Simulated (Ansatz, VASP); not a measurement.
## Two plane-wave programs on Be4BrF2

File INCAR:

```
SYSTEM = Be4BrF2
ALGO     = Normal         ! electronic algorithm
EDIFF    = 1E-6           ! SCF threshold, eV
ENCUT    = 520            ! plane-wave cutoff, eV
GGA      = PE             ! functional
ISIF     = 2              ! what is computed and relaxed
ISMEAR   = 0              ! smearing method
ISPIN    = 2              ! spin polarisation
LASPH    = .True.         ! aspherical terms in the spheres
LCHARG   = .False.        ! write CHGCAR
LORBIT   = 11             ! projections on sites
LREAL    = .False.        ! projectors in reciprocal space
LWAVE    = .False.        ! write WAVECAR
MAGMOM   = 0 0 0 0 0 1 1  ! initial moments
NBANDS   = 28             ! bands
NELM     = 150            ! most SCF steps
PREC     = Accurate       ! precision mode
SIGMA    = 0.1            ! smearing width, eV
```

Contents of KPOINTS:

```
k-points
0
Gamma
  4 4 6
  0 0 0
```

Contents of POSCAR:

```
Be4BrF2
1.0
    5.6840277456      0.0000000000      0.0000000000
    0.0000000000      5.6840277456      0.0000000000
    0.0000000000      0.0000000000      2.8532309654
Be Br F
4 1 2
Direct
    0.1960164907      0.8039835093      0.0000000000
    0.1960164907      0.1960164907      0.0000000000
    0.8039835093      0.8039835093      0.0000000000
    0.8039835093      0.1960164907      0.0000000000
    0.5000000000      0.5000000000      0.5000000000
    0.5000000000      0.0000000000      0.5000000000
    0.0000000000      0.5000000000      0.5000000000
```

Input for Ansatz:

```yaml
crystal:
  lattice:
    - [5.6840277456, 0.0, 0.0]
    - [0.0, 5.6840277456, 0.0]
    - [0.0, 0.0, 2.8532309654]
  atoms:
    - { symbol: Be, position: [0.1960164907, 0.8039835093, 0.0] }
    - { symbol: Be, position: [0.1960164907, 0.1960164907, 0.0] }
    - { symbol: Be, position: [0.8039835093, 0.8039835093, 0.0] }
    - { symbol: Be, position: [0.8039835093, 0.1960164907, 0.0] }
    - { symbol: Br, position: [0.5, 0.5, 0.5] }
    - { symbol: F, position: [0.5, 0.0, 0.5], spin: 1.0 }
    - { symbol: F, position: [0.0, 0.5, 0.5], spin: 1.0 }
basis:
  ecutwfc: 420
kpoints:
  mp_grid: { grid: [4, 4, 6] }
hamiltonian:
  xc: pbe
scf:
  occupations: { method: gaussian, width: 0.1 }
  lower_state_search: "off"
output:
  forces: true
  stress: true
  eigenvalues: true
  populations: true
magnetization:
  spin_polarized: true
```

Change from the starting cell: ordered mixture with vacancies on the anion sites of caesium chloride (P4/mmm, No. 123).

Alike in both runs: task single point; functional PBE; k mesh 4 × 4 × 6; occupations gaussian, width 0.1 eV; collinear spin.

|  | VASP | Ansatz |
| --- | --- | --- |
| version | VASP 6.6.1 | Ansatz 0.2.0 |
| potentials or method | VASP PAW PBE potentials, release 64 (Be, Br, F), cutoff 520 eV | scalar-relativistic, plane waves, PAW |
| valence electrons in the cell | 29 | 29 |

Ansatz gave:

```
gap on the k mesh at the Fermi level (eV) : none
pressure (GPa)                            : 0.1
rms of the force components (eV/Å)        : 0.008
net moment per atom (μB)                  : 0.00
```

Question: Estimate VASP's values.

Answer: gap on the k mesh at the Fermi level (eV): none; pressure (GPa): 0.0; rms of the force components (eV/Å): 0.009; net moment per atom (μB): 0.00.

Atom by atom the forces differ by 0.001 eV/Å (rms over components). A gap of «none» marks a metal or a gap that the smearing closes. Ansatz's warnings: seeded moment not kept.

The k mesh is coarse, so the values compare programs but aren't converged.
